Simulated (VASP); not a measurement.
# GaSb (I-4m2) in VASP: a series of runs, part 2 of 2

VASP 6.6.1.

### 3 Single point, LDA

This run uses another cell than the first one, of the same volume but with other edges.

INCAR reads:

```
SYSTEM = GaSb
  PREC = Accurate
  ENCUT = 520
  EDIFF = 1E-7
  ISMEAR = 0
  SIGMA = 0.15
  LREAL = .False.
  LASPH = .True.
  NELM = 80
  ALGO = Normal
  ISIF = 2
  LWAVE = .False.
  LCHARG = .False.
  NBANDS = 16
```

KPOINTS reads:

```
regular mesh
0
Gamma
  16 16 16
  0 0 0
```

POSCAR reads:

```
GaSb
1.0
    0.0000000000      2.7253963743      3.8537104733
    2.7253963743      0.0000000000      3.8537104733
    2.7253963743      2.7253963743      0.0000000000
Ga Sb
1 1
Direct
    0.0000000000      0.0000000000      0.0000000000
    0.7500000000      0.7500000000      0.7500000000
```

Potentials or basis: VASP PAW LDA potentials, release 64 (Ga_d, Sb).

Command:

```bash
$ cat potpaw_LDA.64/Ga_d/POTCAR potpaw_LDA.64/Sb/POTCAR > POTCAR
$ mpirun -np 1 vasp_std > vasp.out
```

OUTCAR:

```text
SYSTEM = GaSb
   PREC = Accurate
   ENCUT = 520
   EDIFF = 1E-7
   ISMEAR = 0
   LREAL = .False.
   LASPH = .True.
   NELM = 80
   ISIF = 2

 ion  position               nearest neighbor table
   1  0.000  0.000  0.000-   2 2.73   2 2.73   2 2.73   2 2.73
   2  0.750  0.750  0.750-   1 2.73   1 2.73   1 2.73   1 2.73

  LATTYP: Found a body centered tetragonal cell.
 ALAT       =     3.8542925154
 C/A-ratio  =     1.9996979772

  Lattice vectors:

 A1 = (  -2.7253963743,   0.0000000000,   3.8537104733)
[... 643 lines left out ...]

  FORCE on cell =-STRESS in cart. coord.  units (eV):
  Direction    XX          YY          ZZ          XY          YZ          ZX
  --------------------------------------------------------------------------------------
  -------------------------------------------------------------------------------------
  Total        0.8207981      0.8207981     -3.3730176      0.0000000      0.0000000     -0.0000000
  in kB       22.9709269     22.9709269    -94.3975588      0.0000000      0.0000000     -0.0000000
  external PRESSURE =     -16.1519016 kB  Pullay stress =       0.0000000 kB

 VOLUME and BASIS-vectors are now :
 -----------------------------------------------------------------------------
  energy-cutoff  :      520.00
  volume of cell :       57.25
      direct lattice vectors                 reciprocal lattice vectors
     0.000000000  2.725396374  3.853710473    -0.183459553  0.183459553  0.129745087
     2.725396374  0.000000000  3.853710473     0.183459553 -0.183459553  0.129745087
     2.725396374  2.725396374  0.000000000     0.183459553  0.183459553 -0.129745087

 POSITION                                       TOTAL-FORCE (eV/Angst)
 -----------------------------------------------------------------------------------
      0.00000      0.00000      0.00000        -0.000000     -0.000000      0.000000
      4.08809      4.08809      5.78057         0.000000      0.000000     -0.000000
 -----------------------------------------------------------------------------------
    total drift:                               -0.000001     -0.000001     -0.000001

  FREE ENERGIE OF THE ION-ELECTRON SYSTEM (eV)
  ---------------------------------------------------
  free  energy   TOTEN  =        -7.9705729660 eV

  energy  without entropy=       -7.9567602350  energy(sigma->0) =       -7.96366660
```

OSZICAR:

```text
N       E                     dE             d eps       ncg     rms          rms(c)
DAV:   1     0.825364506483E+02    0.82536E+02   -0.85121E+03 11328   0.137E+03
DAV:   2    -0.142397819857E+01   -0.83960E+02   -0.81109E+02 13336   0.301E+02
DAV:   3    -0.793432982244E+01   -0.65104E+01   -0.64790E+01 13520   0.658E+01
DAV:   4    -0.805039360609E+01   -0.11606E+00   -0.11605E+00 13712   0.995E+00
DAV:   5    -0.805310398168E+01   -0.27104E-02   -0.27103E-02 14376   0.134E+00    0.278E+00
DAV:   6    -0.799263889259E+01    0.60465E-01   -0.60656E-02 15336   0.365E+00    0.156E+00
DAV:   7    -0.797107168711E+01    0.21567E-01   -0.28909E-02 14296   0.138E+00    0.301E-01
DAV:   8    -0.797056076137E+01    0.51093E-03   -0.32890E-03 13680   0.604E-01    0.757E-02
DAV:   9    -0.797057510998E+01   -0.14349E-04   -0.23721E-04 14496   0.132E-01    0.251E-02
DAV:  10    -0.797057205868E+01    0.30513E-05   -0.12362E-05 14608   0.373E-02    0.756E-03
DAV:  11    -0.797057299524E+01   -0.93656E-06   -0.16983E-06 13544   0.129E-02    0.281E-03
DAV:  12    -0.797057296598E+01    0.29264E-07   -0.20625E-07 12552   0.639E-03
   1 F= -.79705730E+01 E0= -.79636666E+01  d E =-.138127E-01
```

It took 2.6 min on 1 thread of AMD EPYC 9R45 (Zen 5), shared host; peak memory 0.4 GiB.

What came out:

```yaml
Free_energy: -7.9706 eV
Pressure: -1.6 GPa
Band_gap_on_the_k_mesh: zero (bands 9 and 10 overlap by 0.88 eV)
```

Caveat: spin-orbit coupling is left out, which moves the levels of the heavy elements.

### 4 Single point, LDA

This run uses another cell than the first one, of the same volume but with other edges.

INCAR reads:

```
SYSTEM = GaSb
ALGO = Normal
EDIFF = 1E-6
ENCUT = 520
ISIF = 2
ISMEAR = 0
LASPH = .True.
LCHARG = .True.
LELF = .True.
LREAL = .False.
LVHAR = .True.
LWAVE = .False.
NBANDS = 16
NELM = 60
PREC = Accurate
SIGMA = 0.15
```

KPOINTS reads:

```
k-points
0
Gamma
  16 16 16
  0 0 0
```

POSCAR reads:

```
GaSb
1.0
    0.0000000000      3.2292859403      2.7448930492
    3.2292859403      0.0000000000      2.7448930492
    3.2292859403      3.2292859403      0.0000000000
Ga Sb
1 1
Direct
    0.0000000000      0.0000000000      0.0000000000
    0.7500000000      0.7500000000      0.7500000000
```

Command:

```bash
$ cat potpaw_LDA.64/Ga_d/POTCAR potpaw_LDA.64/Sb/POTCAR > POTCAR
$ mpirun -np 1 vasp_std > vasp.out
```

Wall time 2.6 min (1 thread of AMD EPYC 9R45 (Zen 5), shared host); peak memory 0.4 GiB.

It converged, with:

| Property | Result |
| --- | --- |
| Free energy | -8.5522 eV |
| Pressure | -1.9 GPa |
| Band gap on the k mesh | zero (bands 9 and 10 overlap by 0.30 eV) |

Stress tensor (GPa, compression positive):
```
-3.56  0.00  0.00
 0.00 -3.56  0.00
 0.00  0.00  1.47
```

Levels at points of the mesh, in eV from the Fermi level:
| k point | band 5 | band 6 | band 7 | band 8 | band 9 | band 10 | band 11 | band 12 | band 13 | band 14 |
| --- | --- | --- | --- | --- | --- | --- | --- | --- | --- | --- |
| (0.00, 0.00, 0.00) | -15.17 | -11.56 | -0.37 | -0.35 | -0.35 | 0.38 | 2.50 | 2.97 | 2.97 | 5.61 |
| (0.50, 0.00, 0.00) | -15.17 | -9.93 | -6.45 | -1.75 | -0.74 | -0.04 | 3.21 | 4.34 | 6.54 | 8.38 |
| (0.50, 0.50, 0.00) | -15.17 | -8.78 | -6.40 | -3.22 | -3.22 | 0.01 | 0.55 | 8.50 | 8.50 | 9.88 |
| (0.50, 0.00, 0.50) | -15.18 | -9.31 | -7.13 | -2.30 | -2.18 | 1.21 | 1.46 | 7.50 | 7.58 | 8.77 |

Caveat: semilocal functionals underestimate gaps, so a narrow gap can read as zero; spin-orbit coupling is left out, which moves the levels of the heavy elements.

### 5 Single point, LDA

This run uses another cell than the first one, of the same volume but with other edges.

INCAR reads:

```
PREC     = Accurate       # precision mode
ENCUT    = 520            # plane-wave cutoff, eV
EDIFF    = 1E-6           # SCF threshold, eV
ISMEAR   = 0              # smearing method
SIGMA    = 0.15           # smearing width, eV
LREAL    = F              # projectors in reciprocal space
LASPH    = T              # aspherical terms in the spheres
NELM     = 60             # most SCF steps
ALGO     = Normal         # electronic algorithm
ISIF     = 2              # what is computed and relaxed
LWAVE    = F              # write WAVECAR
LCHARG   = F              # write CHGCAR
GGA      = CA             # functional
NBANDS   = 16             # bands
```

KPOINTS reads:

```
regular mesh
0
Gamma
  16 16 16
```

POSCAR reads:

```
GaSb
1.0
    0.0000000000      2.8786292123      3.4543550548
    2.8786292123      0.0000000000      3.4543550548
    2.8786292123      2.8786292123      0.0000000000
Ga Sb
1 1
Direct
    0.0000000000      0.0000000000      0.0000000000
    0.7500000000      0.7500000000      0.7500000000
```

Command:

```bash
$ cat potpaw_LDA.64/Ga_d/POTCAR potpaw_LDA.64/Sb/POTCAR > POTCAR
$ mpirun -np 1 vasp_std > vasp.out
```

Wall time 2.6 min (1 thread of AMD EPYC 9R45 (Zen 5), shared host); peak memory 0.4 GiB.

The run converged. Its results:

```
Free energy            : -8.4539 eV
Pressure               : -1.6 GPa
Band gap on the k mesh : zero (bands 9 and 10 overlap by 0.55 eV)
```

Stress tensor (GPa, compression positive):
```
 1.77  0.00  0.00
 0.00  1.77  0.00
 0.00  0.00 -8.31
```

Levels at points of the mesh, in eV from the Fermi level:
```tsv
k point	band 6	band 7	band 8	band 9	band 10	band 11	band 12	band 13
(0.00, 0.00, 0.00)	-11.70	-1.13	-0.67	0.19	0.19	2.52	2.52	3.04
(0.50, 0.00, 0.00)	-10.07	-6.59	-2.10	-0.57	-0.36	3.57	4.01	6.35
(0.50, 0.50, 0.00)	-9.73	-7.57	-1.98	-1.98	1.58	1.79	8.06	8.06
(0.50, 0.00, 0.50)	-9.03	-6.73	-3.14	-2.97	0.18	0.61	7.12	7.17
```

Caveat: semilocal functionals underestimate gaps, so a narrow gap can read as zero; spin-orbit coupling is left out, which moves the levels of the heavy elements.

### 6 Summary

```tsv
cell	gap on the mesh (eV)	pressure (GPa)
a = 4.205, b = 4.205, c = 4.856 Å, angles 54.7, 54.7, 70.5°, 2 atoms	none	-3.4
a = 4.720, b = 4.720, c = 3.854 Å, angles 65.9, 65.9, 48.2°, 2 atoms	none	-1.6
a = 4.238, b = 4.238, c = 4.567 Å, angles 57.4, 57.4, 65.2°, 2 atoms	none	-1.9
a = 4.497, b = 4.497, c = 4.071 Å, angles 63.1, 63.1, 53.8°, 2 atoms	none	-1.6
```

Alike in all rows: task single point; level LDA; potentials or basis VASP PAW LDA potentials, release 64 (Ga_d, Sb); no spin polarisation; k mesh 16 × 16 × 16; cutoff (eV) 520; smearing gaussian 0.15 eV.

Caveats: spin-orbit coupling is left out, which moves the levels of the heavy elements; semilocal functionals underestimate gaps, so a narrow gap can read as zero (at least some runs); the cell stands under tension (at least some runs).

Absolute energies hang on the potentials; compare differences alone.
